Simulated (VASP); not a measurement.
Here is a VASP 6.6.1 calculation.

Contents of INCAR:

```
PREC = Accurate
ENCUT = 520
EDIFF = 1E-8
ISMEAR = -1
SIGMA = 0.03
LREAL = False
LASPH = True
NELM = 100
ALGO = Normal
ISIF = 2
LWAVE = False
LCHARG = False
GGA = CA
LEFG = True
NBANDS = 18
```

KPOINTS

```
regular mesh
0
Gamma
  12 12 12
```

File POSCAR:

```
ZnAg
1.0
    3.1769012714      0.0000000000      0.0000000000
    0.0000000000      3.1769012714      0.0000000000
    0.0000000000      0.0000000000      3.1769012714
Zn Ag
1 1
Direct
    0.5000000000      0.5000000000      0.5000000000
    0.0000000000      0.0000000000      0.0000000000
```

Potentials or basis: VASP PAW LDA potentials, release 64 (Zn, Ag).

The run is started by

```sh
$ cat potpaw_LDA.64/Zn/POTCAR potpaw_LDA.64/Ag/POTCAR > POTCAR
$ mpirun -np 1 vasp_std > vasp.out
```

Question: Predict the pressure.

Answer: -9.3 GPa.

Caveat: without QUAD_EFG the Cq values of the log hold for a quadrupole moment of 1 mb, not for the nuclei.
